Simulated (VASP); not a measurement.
# Te2Pt (P-3m1) in VASP: further runs, part 2 of 2

VASP 6.6.1. Earlier steps stand in the parts before.

### Step 4. Single point, PBE, collinear spin (23.84 Å³/atom)

This run uses another cell than the first one, of 23.84 Å³/atom.

The input, INCAR:

```
PREC = Accurate
ENCUT = 500
EDIFF = 1E-6
ISMEAR = 0
SIGMA = 0.15
LREAL = F
LASPH = T
NELM = 200
ALGO = Normal
ISIF = 2
LWAVE = F
LCHARG = T
ISPIN = 2
MAGMOM = 0 0 0.188
LORBIT = 11
NUPDOWN = 0.1875
LMAXMIX = 4
GGA = PE
LELF = T
LVHAR = T
NBANDS = 22
GGA_COMPAT = F
```

The input, KPOINTS:

```
regular mesh
0
Gamma
  12 12 8
```

The input, POSCAR:

```
Te2Pt
1.0
    3.9717110281      0.0000000000      0.0000000000
   -1.9858555140      3.4396026469      0.0000000000
    0.0000000000      0.0000000000      5.2344217783
Te Pt
2 1
Direct
    0.3333333333      0.6666666667      0.2528728645
    0.6666666667      0.3333333333      0.7471271355
    0.0000000000      0.0000000000      0.0000000000
```

Potentials or basis: VASP PAW PBE potentials, release 64 (Te, Pt).

On the command line:

```
> cat potpaw_PBE.64/Te/POTCAR potpaw_PBE.64/Pt/POTCAR > POTCAR
> mpirun -np 1 vasp_std > vasp.out
```

OUTCAR:

```text
PREC = Accurate
   ENCUT = 500
   EDIFF = 1E-6
   ISMEAR = 0
   LREAL = F
   LASPH = T
   NELM = 200
   ISIF = 2
   ISPIN = 2
   LORBIT = 11
   NUPDOWN = 0.1875
   GGA = PE

 ion  position               nearest neighbor table
   1  0.333  0.667  0.253-   3 2.65   3 2.65   3 2.65   2 3.46   2 3.46   2 3.46   2 3.50   2 3.50
                             2 3.50
   2  0.667  0.333  0.747-   3 2.65   3 2.65   3 2.65   1 3.46   1 3.46   1 3.46   1 3.50   1 3.50
                             1 3.50
   3  0.000  0.000  0.000-   1 2.65   2 2.65   2 2.65   1 2.65   2 2.65   1 2.65

  LATTYP: Found a hexagonal cell.
 ALAT       =     3.9717110281
 C/A-ratio  =     1.3179261384

  Lattice vectors:

 A1 = (   3.9717110281,   0.0000000000,   0.0000000000)
 A2 = (  -1.9858555140,   3.4396026469,   0.0000000000)
 A3 = (   0.0000000000,   0.0000000000,   5.2344217783)

Analysis of symmetry for initial positions (statically):
=====================================================================
 Subroutine PRICEL returns:
 Original cell was already a primitive cell.

 Routine SETGRP: Setting up the symmetry group for a
[... 804 lines left out ...]
      5       3.0581      1.00000
      6       5.0880      1.00000
[... 589 lines left out ...]
     21      19.1028      0.00000
     22      20.0317      0.00000

 [... further k-points ...]
[... 5 lines left out ...]
  --------------------------------------------------------------------------------------
  -------------------------------------------------------------------------------------
  Total        4.8383686      4.8383686      3.4417708      0.0000000      0.0000000     -0.0000000
  in kB      108.4063938    108.4063938     77.1148294      0.0000000      0.0000000     -0.0000000
  external PRESSURE =      97.9758723 kB  Pullay stress =       0.0000000 kB

 VOLUME and BASIS-vectors are now :
 -----------------------------------------------------------------------------
  energy-cutoff  :      500.00
  volume of cell :       71.51
      direct lattice vectors                 reciprocal lattice vectors
     3.971711028  0.000000000  0.000000000     0.251780654  0.145365628  0.000000000
    -1.985855514  3.439602647  0.000000000     0.000000000  0.290731257  0.000000000
     0.000000000  0.000000000  5.234421778     0.000000000  0.000000000  0.191043069

 POSITION                                       TOTAL-FORCE (eV/Angst)
 -----------------------------------------------------------------------------------
     -0.00000      2.29307      1.32364         0.000000     -0.000000      0.970869
      1.98586      1.14653      3.91078        -0.000000      0.000000     -0.970869
      0.00000      0.00000      0.00000         0.000000      0.000000      0.000000
 -----------------------------------------------------------------------------------
    total drift:                                0.000000      0.000000      0.000000

  FREE ENERGIE OF THE ION-ELECTRON SYSTEM (eV)
  ---------------------------------------------------
  free  energy   TOTEN  =       -13.3867880283 eV

  energy  without entropy=      -13.3726260855  energy(sigma->0) =      -13.37970706

 total charge

# of ion       s       p       d       tot
------------------------------------------
    1        1.396   1.891   0.080   3.366
    2        1.396   1.891   0.080   3.366
    3        0.701   0.710   8.131   9.543
--------------------------------------------------
tot          3.493   4.491   8.291  16.275

 magnetization (x)

# of ion       s       p       d       tot
------------------------------------------
    1        0.005   0.027   0.002   0.035
    2        0.005   0.027   0.002   0.035
    3        0.001   0.004   0.057   0.062
--------------------------------------------------
tot          0.012   0.058   0.060   0.131
```

OSZICAR:

```text
N       E                     dE             d eps       ncg     rms          rms(c)
DAV:   1     0.984266416141E+02    0.98427E+02   -0.86481E+03 11600   0.806E+02
DAV:   2    -0.935752483476E+01   -0.10778E+03   -0.10292E+03 13532   0.170E+02
DAV:   3    -0.137272634985E+02   -0.43697E+01   -0.43315E+01 14334   0.329E+01
DAV:   4    -0.137816822927E+02   -0.54419E-01   -0.54406E-01 13292   0.418E+00
DAV:   5    -0.137829392882E+02   -0.12570E-02   -0.12570E-02 14432   0.622E-01    0.147E+01
DAV:   6    -0.135022980559E+02    0.28064E+00   -0.15892E+00 13002   0.975E+00    0.940E+00
DAV:   7    -0.134188273472E+02    0.83471E-01   -0.37823E-01 12372   0.527E+00    0.407E+00
DAV:   8    -0.133868447612E+02    0.31983E-01   -0.62595E-02 13910   0.197E+00    0.715E-01
DAV:   9    -0.133866643482E+02    0.18041E-03   -0.54596E-03 13630   0.459E-01    0.291E-01
DAV:  10    -0.133867648078E+02   -0.10046E-03   -0.22600E-04 14642   0.798E-02    0.124E-01
DAV:  11    -0.133867882581E+02   -0.23450E-04   -0.80738E-05 13448   0.531E-02    0.542E-02
DAV:  12    -0.133867860165E+02    0.22416E-05   -0.11293E-05 13874   0.192E-02    0.227E-02
DAV:  13    -0.133867874183E+02   -0.14018E-05   -0.13096E-06 12122   0.640E-03    0.113E-02
DAV:  14    -0.133867880283E+02   -0.61003E-06   -0.41623E-07 10626   0.351E-03
   1 F= -.13386788E+02 E0= -.13379707E+02  d E =-.141619E-01  mag=     0.1875
```

Wall time 2.2 min (1 thread of AMD EPYC 9R45 (Zen 5), shared host); peak memory 0.39 GiB.

Results:

* Free energy: -13.3868 eV
* Pressure: 9.8 GPa
* Largest force: 0.971 eV/Å
* Net moment: 0.19 μB per cell
* Site moments: Te +0.04; Pt +0.06 μB
* Valence electrons inside the program's atomic spheres: Te 3.37; Pt 9.54

Forces in eV/Å, atoms in the order of the input:
```
Te   0.000  0.000  0.971
Te   0.000  0.000 -0.971
Pt   0.000  0.000  0.000
```

Stress tensor (GPa, compression positive):
```
10.84  0.00  0.00
 0.00 10.84  0.00
 0.00  0.00  7.71
```

Caveat: the cell stands under pressure; the total moment is fixed, so each spin has its own Fermi level and the state may be an excited one.

### Step 5. Single point, PBE, collinear spin (32.50 Å³/atom)

This run uses another cell than the first one, of 32.50 Å³/atom.

The input, INCAR:

```
  PREC = Accurate
  ENCUT = 500
  EDIFF = 1E-6
  ISMEAR = 0
  SIGMA = 0.15
  LREAL = False
  LASPH = True
  NELM = 200
  ALGO = Normal
  ISIF = 2
  LWAVE = False
  LCHARG = True
  ISPIN = 2
  MAGMOM = 0 0 0.125
  LORBIT = 11
  NUPDOWN = 0.125
  LMAXMIX = 4
  GGA = PE
  LELF = True
  LVHAR = True
  NBANDS = 22
  GGA_COMPAT = False
```

KPOINTS is that of step 4.

The input, POSCAR:

```
Te2Pt
1.0
    4.4043192034      0.0000000000      0.0000000000
   -2.2021596017      3.8142523165      0.0000000000
    0.0000000000      0.0000000000      5.8045674002
Te Pt
2 1
Direct
    0.3333333333      0.6666666667      0.2528728645
    0.6666666667      0.3333333333      0.7471271355
    0.0000000000      0.0000000000      0.0000000000
```

Potentials or basis: VASP PAW PBE potentials, release 64 (Te, Pt).

On the command line:

```
> cat potpaw_PBE.64/Te/POTCAR potpaw_PBE.64/Pt/POTCAR > POTCAR
> mpirun -np 1 vasp_std > vasp.out
```

OUTCAR:

```text
PREC = Accurate
   ENCUT = 500
   EDIFF = 1E-6
   ISMEAR = 0
   LREAL = False
   LASPH = True
   NELM = 200
   ISIF = 2
   ISPIN = 2
   LORBIT = 11
   NUPDOWN = 0.125
   GGA = PE

 ion  position               nearest neighbor table
   1  0.333  0.667  0.253-   3 2.94   3 2.94   3 2.94
   2  0.667  0.333  0.747-   3 2.94   3 2.94   3 2.94
   3  0.000  0.000  0.000-   1 2.94   2 2.94   1 2.94   2 2.94   2 2.94   1 2.94

  LATTYP: Found a hexagonal cell.
 ALAT       =     4.4043192034
 C/A-ratio  =     1.3179261384

[... 1422 lines left out ...]
 -----------------------------------------------------------------------------
  energy-cutoff  :      500.00
  volume of cell :       97.51
      direct lattice vectors                 reciprocal lattice vectors
     4.404319203  0.000000000  0.000000000     0.227049847  0.131087290  0.000000000
    -2.202159602  3.814252317  0.000000000     0.000000000  0.262174580  0.000000000
     0.000000000  0.000000000  5.804567400     0.000000000  0.000000000  0.172278127

 POSITION                                       TOTAL-FORCE (eV/Angst)
 -----------------------------------------------------------------------------------
     -0.00000      2.54283      1.46782         0.000000      0.000000     -1.375940
      2.20216      1.27142      4.33675        -0.000000      0.000000      1.375940
      0.00000      0.00000      0.00000         0.000000      0.000000     -0.000000
 -----------------------------------------------------------------------------------
    total drift:                                0.000000     -0.000000      0.000000

  FREE ENERGIE OF THE ION-ELECTRON SYSTEM (eV)
  ---------------------------------------------------
  free  energy   TOTEN  =       -12.6684303227 eV

  energy  without entropy=      -12.6513315346  energy(sigma->0) =      -12.65988093

 total charge

# of ion       s       p       d       tot
------------------------------------------
    1        1.405   1.766   0.032   3.203
    2        1.405   1.766   0.032   3.203
    3        0.564   0.377   7.972   8.913
--------------------------------------------------
tot          3.374   3.910   8.035  15.319

 magnetization (x)

# of ion       s       p       d       tot
------------------------------------------
    1        0.002   0.021   0.000   0.023
    2        0.002   0.021   0.000   0.023
    3       -0.000   0.001   0.037   0.038
--------------------------------------------------
tot          0.004   0.043   0.038   0.085
```

stdout:

```text
POSCAR found type information on POSCAR TePt
 POSCAR found :  2 types and       3 ions
 scaLAPACK will be used
 LDA part: xc-table for (Slater+PW92), standard interpolation
 POSCAR, INCAR and KPOINTS ok, starting setup
 FFT: planning ... GRIDC
 FFT: planning ... GRID_SOFT
 FFT: planning ... GRID
 WAVECAR not read
 entering main loop
```

It took 5.6 min on 1 thread of Intel Xeon Platinum 8488C (Sapphire Rapids), shared host; peak memory 0.52 GiB.

Results:

* Free energy: -12.6684 eV
* Pressure: -11.7 GPa
* Largest force: 1.376 eV/Å
* Net moment: 0.12 μB per cell
* Site moments: Te +0.02; Pt +0.04 μB
* Valence electrons inside the program's atomic spheres: Te 3.20; Pt 8.91

Forces on the atoms (eV/Å):
```
Te   0.000  0.000 -1.376
Te   0.000  0.000  1.376
Pt   0.000  0.000  0.000
```

Stress tensor (GPa, compression positive):
```
-12.90   0.00   0.00
  0.00 -12.90   0.00
  0.00   0.00  -9.30
```

Caveat: the cell stands under tension; this functional lacks dispersion, which binds layers or chains, so the pressure and a relaxed spacing across them are unreliable; the total moment is fixed, so each spin has its own Fermi level and the state may be an excited one; forces of over 1 eV/Å act on the atoms, so gaps and moduli don't describe the material at rest.

### Step 6. Overview

```csv
fixed moment (μB),cell,pressure (GPa),moment (μB),largest force (eV/Å)
0.1875,"a = 4.199, b = 4.199, c = 5.534 Å, angles 90.0, 90.0, 120.0°, 3 atoms",-6.2,0.19,0.64
0.4375,"a = 3.972, b = 3.972, c = 5.234 Å, angles 90.0, 90.0, 120.0°, 3 atoms",9.9,0.44,1.03
0.1875,"a = 3.972, b = 3.972, c = 5.234 Å, angles 90.0, 90.0, 120.0°, 3 atoms",9.8,0.19,0.97
0.125,"a = 4.404, b = 4.404, c = 5.805 Å, angles 90.0, 90.0, 120.0°, 3 atoms",-11.7,0.12,1.38
```

Alike in all rows: task single point; level PBE; potentials or basis VASP PAW PBE potentials, release 64 (Te, Pt); spin collinear; k mesh 12 × 12 × 8; cutoff (eV) 500; smearing gaussian 0.15 eV.

Caveats: the total moment is fixed, so each spin has its own Fermi level and the state may be an excited one; the cell stands under tension (at least some runs); the cell stands under pressure (at least some runs); forces of over 1 eV/Å act on the atoms, so gaps and moduli don't describe the material at rest (at least some runs); this functional lacks dispersion, which binds layers or chains, so the pressure and a relaxed spacing across them are unreliable (at least some runs).

Total energies depend on the potentials used, so only differences within one code and one set of settings carry meaning.
